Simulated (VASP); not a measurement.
Set up this calculation in VASP 6.6.1, as the native input.

| Property | Result |
| --- | --- |
| Task | relaxation of cell and atoms |
| Functional | PBEsol |
| Potentials or basis | VASP PAW PBE potentials, release 64 (Hf_pv, O) |
| Cutoff | 600 eV |
| k mesh | 8 × 8 × 8 |
| Occupations | gaussian, width 0.01 eV |
| Spin | no spin polarisation |
| Dipole correction | no |
| Further INCAR settings | ALGO = Normal; EDIFF = 1e-07; IBRION = 2; EDIFFG = -0.03; NSW = 80; ISIF = 3 |

The structure of HfO2 lies in POSCAR:

```
HfO2
1.0
    0.0000000000      2.5575000000      2.5575000000
    2.5575000000      0.0000000000      2.5575000000
    2.5575000000      2.5575000000      0.0000000000
Hf O
1 2
Direct
    0.0000000000      0.0000000000      0.0000000000
    0.2500000000      0.2500000000      0.2500000000
    0.7500000000      0.7500000000      0.7500000000
```

These files were run (other wordings do the same):

INCAR

```
SYSTEM = HfO2
PREC     = Accurate       ! precision mode
ENCUT    = 600            ! plane-wave cutoff, eV
EDIFF    = 1E-7           ! SCF threshold, eV
ISMEAR   = 0              ! smearing method
SIGMA    = 0.01           ! smearing width, eV
LREAL    = .FALSE.        ! projectors in reciprocal space
LASPH    = .TRUE.         ! aspherical terms in the spheres
NELM     = 120            ! most SCF steps
ALGO     = Normal         ! electronic algorithm
ISIF     = 3              ! what is computed and relaxed
LWAVE    = .FALSE.        ! write WAVECAR
LCHARG   = .FALSE.        ! write CHGCAR
GGA      = PS             ! functional
IBRION   = 2              ! ionic algorithm
NSW      = 80             ! ionic steps
EDIFFG   = -0.03          ! ionic threshold
GGA_COMPAT= .FALSE.      
NELMIN   = 4
```

KPOINTS

```
Automatic mesh
0
G
  8 8 8
  0 0 0
```

Potentials or basis: VASP PAW PBE potentials, release 64 (Hf_pv, O).

Launch:

```bash
$ cat potpaw_PBE.64/Hf_pv/POTCAR potpaw_PBE.64/O/POTCAR > POTCAR
$ mpirun -np 1 vasp_std > vasp.out
```

Results of the run:

```yaml
Relaxed_volume: 10.55 Å³/atom
Relaxed_cell: a = 3.550 Å, b = 3.550 Å, c = 3.550 Å, α = 60.00°, β = 60.00°, γ = 60.00°
Space_group_after_relaxing_to_0.05_Å: Fm-3m (No. 225)
Energy_gained_by_relaxing: 28.0 meV/atom
Ionic_steps: 3
Pressure_after_relaxing: -0.4 GPa
Band_gap_on_the_k_mesh: 3.75 eV, direct
```

Caveat: the PAW data sets were made with another functional, which shifts forces and pressure a little; spin-orbit coupling is left out, which moves the levels of the heavy elements.

It took 61 s on 1 thread of Intel(R) Xeon(R) 6975P-C (Granite Rapids), on a shared host, peak memory 0.18 GiB.
